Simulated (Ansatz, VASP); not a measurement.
**One calculation of Pt, two programs**

```xyz
1
Lattice="-1.5842 1.5842 1.5842 1.5842 -1.5842 1.5842 1.5842 1.5842 -1.5842" Properties=species:S:1:pos:R:3 pbc="T T T"
Pt    0.0000    0.0000    0.0000
```

Alike in both runs: task relaxation of cell and atoms; functional RPBE; dispersion D4; k mesh 12 × 12 × 12; occupations fermi-dirac, width 0.05 eV; no spin polarisation.

```csv
,VASP,Ansatz
version,VASP 6.6.1,Ansatz 0.2.0
potentials or method,"VASP PAW PBE potentials, release 64 (Pt)",Ansatz PAW
plane-wave cutoff (eV),600,420
valence electrons in the cell,10,18
```

```csv
,VASP,Ansatz,Ansatz less VASP
"gap on the k mesh at the Fermi level, each at its own relaxed structure (eV)",none,none,-
relaxed volume (Å³/atom),15.22,15.24,+0.018
relaxed cell length with the largest relative difference (Å),2.704,2.705,+0.0011
```

VASP's potentials were made for PBE, not for RPBE. A gap of «none» marks a metal or a gap that the smearing closes. VASP's potentials hold 10 valence electrons a cell and Ansatz's 18, so a difference there can come from the potentials and not from the codes.

Spin-orbit coupling is off throughout. Noted on Ansatz's run: the plane-wave basis is chosen anew once the cell has moved, so the energies of steps on either side of that aren't comparable.
